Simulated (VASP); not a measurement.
Input of a VASP 6.6.1 run:

Contents of INCAR:

```
ALGO = Fast
EDIFF = 1E-7
ENCUT = 520
GGA = PE
ISIF = 2
ISMEAR = -1
LASPH = True
LCHARG = False
LREAL = False
LWAVE = False
NBANDS = 26
NELM = 100
PREC = Accurate
SIGMA = 0.05
```

The input KPOINTS:

```
k-points
0
Gamma
  5 5 5
```

File POSCAR:

```
RbLaMg6
1.0
    5.4277930000      0.0000000000      0.0000000000
    0.0000000000      3.6155930000      6.0310485000
    0.0000000000     -3.6155930000      6.0310485000
La Rb Mg
1 1 6
Direct
    0.5000000000      0.3426060000      0.3426060000
    0.0000000000      0.1488010000      0.1488010000
    0.0000000000      0.6669570000      0.6669570000
    0.0000000000      0.1638300000      0.6607120000
    0.0000000000      0.6607120000      0.1638300000
    0.5000000000      0.8460730000      0.8460730000
    0.5000000000      0.3701620000      0.8008640000
    0.5000000000      0.8008640000      0.3701620000
```

Potentials or basis: VASP PAW PBE potentials, release 64 (La, Rb_sv, Mg).

Launch:

```sh
$ cat potpaw_PBE.64/La/POTCAR potpaw_PBE.64/Rb_sv/POTCAR potpaw_PBE.64/Mg/POTCAR > POTCAR
$ mpirun -np 1 vasp_std > vasp.out
```

Task: Predict the largest force.

Result: 0.060 eV/Å.

Task: Estimate the pressure.

Result: 0.0 GPa.

Task: What does it give for the band gap on the k mesh?

Result: Zero (bands 16 and 17 overlap by 0.30 eV).

Stress tensor (GPa, compression positive):
```
-0.04  0.00  0.00
 0.00  0.09  0.00
 0.00  0.00 -0.13
```

Caveat: spin-orbit coupling is left out, which moves the levels of the heavy elements.
